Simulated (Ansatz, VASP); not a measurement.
# GaN in VASP and in Ansatz

File INCAR:

```
  AGGAC = 1.0
  AGGAX = 1.0
  ALDAC = 0.0
  ALDAX = 1.0
  ALGO = Normal
  EDIFF = 1E-6
  EDIFFG = -0.01
  ENCUT = 600
  GGA = B5
  IBRION = 2
  ISIF = 3
  ISMEAR = -1
  IVDW = 12
  LASPH = True
  LCHARG = False
  LREAL = False
  LWAVE = False
  NELM = 60
  NSW = 80
  PREC = Accurate
  SIGMA = 0.05
  VDW_A1 = 0.4298
  VDW_A2 = 4.2359
  VDW_S6 = 1.0
  VDW_S8 = 2.6996
```

File KPOINTS:

```
k-points
0
Gamma
  10 10 10
```

POSCAR

```
GaN
1.0
    0.0000000000      2.2535006075      2.2535006075
    2.2535006075      0.0000000000      2.2535006075
    2.2535006075      2.2535006075      0.0000000000
Ga N
1 1
Direct
    0.0000000000      0.0000000000      0.0000000000
    0.2500000000      0.2500000000      0.2500000000
```

input.yaml

```yaml
crystal:
  lattice:
    - [0.0, 2.2535006075, 2.2535006075]
    - [2.2535006075, 0.0, 2.2535006075]
    - [2.2535006075, 2.2535006075, 0.0]
  atoms:
    - { symbol: Ga, position: [0.0, 0.0, 0.0] }
    - { symbol: "N", position: [0.25, 0.25, 0.25] }
kpoints:
  mp_grid: { grid: [10, 10, 10] }
scf:
  occupations: { method: fermi_dirac, width: 0.05 }
hamiltonian:
  xc: blyp
  dispersion: d3bj
  pseudopotentials: { kind: all_electron, lapw: { basis_error: 0.001 } }
output:
  forces: true
  stress: true
relax:
  f_tol: 0.01
  max_steps: 60
  cell: {}
```

Alike in both runs: task relaxation of cell and atoms; functional BLYP; dispersion D3(BJ); k mesh 10 × 10 × 10; occupations fermi-dirac, width 0.05 eV; no spin polarisation.

```csv
,VASP,Ansatz
version,VASP 6.6.1,Ansatz 0.2.0
potentials or method,"VASP PAW PBE potentials, release 64 (Ga_d, N), cutoff 600 eV","all-electron LAPW, scalar-relativistic"
```

VASP gave:

| Item | Value |
| --- | --- |
| relaxed volume (Å³/atom) | 11.67 |
| relaxed cell length with the largest relative difference (Å) | 3.208 |

Question: What did Ansatz give for the same quantities?

Answer: Relaxed volume (Å³/atom): 11.62; relaxed cell length with the largest relative difference (Å): 3.203.

VASP's potentials were made for PBE, not for BLYP. Ansatz ran all-electron here, and VASP with PAW potentials.
